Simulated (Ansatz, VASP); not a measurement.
# GaAs: VASP beside Ansatz

```
Ga As
1.0
     0.00000    2.81354    2.81354
     2.81354    0.00000    2.81354
     2.81354    2.81354    0.00000
Ga As
1 1
Direct
  0.00000 0.00000 0.00000
  0.25000 0.25000 0.25000
```

Alike in both runs: task single point; functional PBE; dispersion D3(BJ); k mesh 6 × 6 × 6; occupations gaussian, width 0.05 eV; no spin polarisation.

```csv
,VASP,Ansatz
version,VASP 6.6.1,Ansatz 0.2.0
potentials or method,"VASP PAW PBE potentials, release 64 (Ga_d, As), cutoff 520 eV","scalar-relativistic, plane waves, PAW"
valence electrons in the cell,18,28
```

VASP gave:

| Quantity | Value |
| --- | --- |
| gap on the k mesh at the Fermi level (eV) | 0.63 |
| least direct gap on the mesh (eV) | 0.63 |
| pressure (GPa) | 2.0 |

Problem. Which values does Ansatz return?

Solution. gap on the k mesh at the Fermi level (eV): 0.62; least direct gap on the mesh (eV): 0.62; pressure (GPa): 1.8.

VASP's potentials hold 18 valence electrons a cell and Ansatz's 28, so a difference there can come from the potentials and not from the codes.
